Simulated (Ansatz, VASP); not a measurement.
Two plane-wave programs on SiC

```
Si C
1.0
     0.00000    2.16453    2.16453
     2.16453    0.00000    2.16453
     2.16453    2.16453    0.00000
Si C
1 1
Direct
  0.00000 0.00000 0.00000
  0.25000 0.25000 0.25000
```

Alike in both runs: task single point; functional LDA; k mesh 10 × 10 × 10; no spin polarisation.

```csv
,VASP,Ansatz
version,VASP 6.6.1,Ansatz 0.2.0
potentials or method,"VASP PAW LDA potentials, release 64 (Si, C), cutoff 600 eV","scalar-relativistic, plane waves, PAW"
occupations,"gaussian, width 0.01 eV",fixed
valence electrons in the cell,8,8
```

VASP gave:

```
gap on the k mesh at the Fermi level (eV) : 1.29
least direct gap on the mesh (eV)         : 4.52
pressure (GPa)                            : 0.2
```

Task: Which values does Ansatz return?

Result: gap on the k mesh at the Fermi level (eV): 1.30; least direct gap on the mesh (eV): 4.54; pressure (GPa): 0.0.

Ansatz warns that its potentials were made for another functional, while VASP's fit it. LDA's correlation is that of Perdew and Zunger in VASP and of Perdew and Wang (1992) in Ansatz.
